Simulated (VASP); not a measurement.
**Nb2Te: single point with PBE**

Nb2Te:

```
Nb Te
1.0
     3.25115    0.00000    0.00000
    -1.62557    2.81558    0.00000
     0.00000    0.00000    6.88625
Nb Te
2 1
Direct
  0.66667 0.33333 0.69125
  0.66667 0.33333 0.30875
  0.00000 0.00000 0.00000
```

The cell was built from a structure type or drawn by symmetry, and may not be a known phase.

| Property | Result |
| --- | --- |
| Program | VASP 6.6.1 |
| Task | single point |
| Functional | PBE |
| Potentials or basis | VASP PAW PBE potentials, release 64 (Nb_sv, Te) |
| Cutoff | 520 eV |
| k mesh | 18 × 18 × 8 |
| Occupations | gaussian, width 0.1 eV |
| Spin | no spin polarisation |

* Pressure: -0.2 GPa
* Largest force: 0.013 eV/Å
* Band gap on the k mesh: zero (bands 16 and 17 overlap by 1.28 eV)

Forces on the atoms (eV/Å):
```
Nb   0.000  0.000  0.013
Nb   0.000  0.000 -0.013
Te   0.000  0.000  0.000
```

Levels at points of the mesh, in eV from the Fermi level:
```tsv
k point	band 13	band 14	band 15	band 16	band 17	band 18	band 19	band 20
(0.00, 0.00, 0.00)	-0.84	-0.84	-0.74	0.33	0.33	0.38	0.38	2.49
(0.50, 0.00, 0.00)	-2.10	-1.83	-1.81	-0.04	1.81	1.85	2.30	3.11
(0.00, 0.00, 0.50)	-1.08	-0.46	-0.46	-0.16	-0.16	0.73	0.73	1.57
(0.50, 0.00, 0.50)	-1.83	-1.69	-1.18	-0.91	0.00	2.31	3.10	3.35
```

Run time: 9.7 min on 1 thread of Intel(R) Xeon(R) Platinum 8259CL CPU @ 2.50GHz (Skylake/Cascade Lake), on a shared host, peak memory 0.36 GiB.

Caveat: spin-orbit coupling is left out, which moves the levels of the heavy elements.
